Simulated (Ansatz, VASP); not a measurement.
**SrAlZnC6N6 in VASP and in Ansatz**

```
Sr Al Zn C N
1.0
     0.00000    5.39198    5.39198
     5.39198    0.00000    5.39198
     5.39198    5.39198    0.00000
Sr Al Zn C N
1 1 1 6 6
Direct
  0.25000 0.25000 0.25000
  0.00000 0.00000 0.00000
  0.50000 0.50000 0.50000
  0.80665 0.19335 0.19335
  0.80665 0.19335 0.80665
  0.80665 0.80665 0.19335
  0.19335 0.80665 0.80665
  0.19335 0.80665 0.19335
  0.19335 0.19335 0.80665
  0.69831 0.30169 0.30169
  0.69831 0.30169 0.69831
  0.69831 0.69831 0.30169
  0.30169 0.69831 0.69831
  0.30169 0.69831 0.30169
  0.30169 0.30169 0.69831
```

Alike in both runs: functional PBE; k mesh 6 × 6 × 6; occupations gaussian, width 0.1 eV; no spin polarisation.

Ansatz relaxed the structure, and its values are those at the end. VASP's run is a single point on that final structure, the one shown.

```csv
,VASP,Ansatz
version,VASP 6.6.1,Ansatz 0.2.0
potentials or method,"VASP PAW PBE potentials, release 64 (Sr_sv, Al, Zn, C, N), cutoff 520 eV","scalar-relativistic, plane waves, PAW"
valence electrons in the cell,79,79
```

|  | VASP | Ansatz | Ansatz less VASP |
| --- | --- | --- | --- |
| gap on the k mesh at the Fermi level (eV) | none | none | - |
| pressure (GPa) | 0.4 | 0.0 | -0.43 |
| rms of the force components (eV/Å) | 0.205 | 0.000 | -0.2053 |

A gap of «none» marks a metal or a gap that the smearing closes. One of these differences is far larger than is usual between the two programs; its cause wasn't traced. The functional is the same, so the differences come from potentials, cutoffs and numerics.

Noted on VASP's run: the standard files for N, O and F lose accuracy on very short bonds.
